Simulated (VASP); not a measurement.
The system is Cl.

```xyz
1
Lattice="2.9100 0.0000 0.0000 0.0000 2.9100 0.0000 0.0000 0.0000 2.9100" Properties=species:S:1:pos:R:3 pbc="T T T"
Cl    0.0000    0.0000    0.0000
```

| Item | Value |
| --- | --- |
| Program | VASP 6.6.1 |
| Task | relaxation of cell and atoms |
| Functional | r2SCAN |
| Potentials or basis | VASP PAW PBE potentials, release 64 (Cl) |
| Cutoff | 600 eV |
| k mesh | 8 × 8 × 8 |
| Occupations | fermi-dirac, width 0.05 eV |
| Spin | no spin polarisation |

At the start: pressure -2.4 GPa; volume 24.64 Å³/atom.

Task: Where does the relaxation end?

Result: Over 3 steps the energy falls by 14.6 meV/atom and the volume is 22.88 Å³/atom (-7.2 %); space group Pm-3m (No. 221, to 0.1 Å) before and after.

Step by step:
```
step  energy change (eV)  largest force (eV/Å)  pressure (GPa)  volume (Å³)
   1              0.0000                0.0000           -2.43        24.64
   2             -0.0135                0.0000           -0.77        23.33
   3             -0.0146                0.0000           -0.04        22.88
```

Final structure:
```xyz
1
Lattice="2.8388 0.0000 0.0000 0.0000 2.8388 0.0000 0.0000 0.0000 2.8388" Properties=species:S:1:pos:R:3 pbc="T T T"
Cl    0.0000    0.0000    0.0000
```

Caveat: the PAW data sets were made with another functional, which shifts forces and pressure a little; an odd number of electrons without spin polarisation forces a metal; a magnetic or distorted state may lie lower.
